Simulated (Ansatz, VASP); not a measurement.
# Pt: VASP beside Ansatz

File INCAR:

```
SYSTEM = Pt
PREC = Accurate
ENCUT = 520
EDIFF = 1E-6
ISMEAR = 0
SIGMA = 0.15
LREAL = .FALSE.
LASPH = .TRUE.
NELM = 100
ALGO = Fast
ISIF = 2
LWAVE = .FALSE.
LCHARG = .TRUE.
GGA = PS
LELF = .TRUE.
LVHAR = .TRUE.
NBANDS = 50
```

Contents of KPOINTS:

```
Automatic mesh
0
G
  12 17 5
  0 0 0
```

The input POSCAR:

```
Pt
1.0
    3.9158000000      0.0000000000      0.0000000000
    0.0000000000      1.9579000000     -1.9579000000
    1.5663200000      7.8316000000      7.8316000000
Pt
8
Direct
   -0.3750000000      0.0000000000      0.9375000000
    0.4750000000      0.5000000000      0.0625000000
   -0.0750000000      0.0000000000      0.1875000000
    0.3750000000      0.5000000000      0.3125000000
   -0.1750000000      0.0000000000      0.4375000000
    0.2750000000      0.5000000000      0.5625000000
   -0.2750000000      0.0000000000      0.6875000000
    0.1750000000      0.5000000000      0.8125000000
```

Input for Ansatz:

```yaml
crystal:
  lattice:
    - [3.9158, 0.0, 0.0]
    - [0.0, 1.9579, -1.9579]
    - [1.56632, 7.8316, 7.8316]
  atoms:
    - { symbol: Pt, position: [-0.375, 0.0, 0.9375] }
    - { symbol: Pt, position: [0.475, 0.5, 0.0625] }
    - { symbol: Pt, position: [-0.075, 0.0, 0.1875] }
    - { symbol: Pt, position: [0.375, 0.5, 0.3125] }
    - { symbol: Pt, position: [-0.175, 0.0, 0.4375] }
    - { symbol: Pt, position: [0.275, 0.5, 0.5625] }
    - { symbol: Pt, position: [-0.275, 0.0, 0.6875] }
    - { symbol: Pt, position: [0.175, 0.5, 0.8125] }
basis:
  ecutwfc: 420
kpoints:
  mp_grid: { grid: [12, 17, 5] }
hamiltonian:
  xc: pbesol
scf:
  occupations: { method: gaussian, width: 0.15 }
output:
  forces: true
  stress: true
  eigenvalues: true
  write_density: true
  write_potential: true
  elf: true
  volumetric_format: npy
```

Alike in both runs: task single point; functional PBEsol; k mesh 12 × 17 × 5; occupations gaussian, width 0.15 eV; no spin polarisation.

```csv
,VASP,Ansatz
version,VASP 6.6.1,Ansatz 0.2.0
potentials or method,"VASP PAW PBE potentials, release 64 (Pt), cutoff 520 eV","scalar-relativistic, plane waves, PAW"
valence electrons in the cell,80,144
```

Ansatz gave:

| Item | Value |
| --- | --- |
| gap on the k mesh at the Fermi level (eV) | none |
| rms of the force components (eV/Å) | 8.568 |

Q: Which values does VASP return?

A: gap on the k mesh at the Fermi level (eV): none; rms of the force components (eV/Å): 7.751.

VASP's potentials were made for PBE, not for PBEsol. Atom by atom the forces differ by 0.817 eV/Å (rms over components). A gap of «none» marks a metal or a gap that the smearing closes. The functional is the same, so the differences come from potentials, cutoffs and numerics. VASP's potentials hold 80 valence electrons a cell and Ansatz's 144, so a difference there can come from the potentials and not from the codes.

Neither program's run includes spin-orbit coupling.
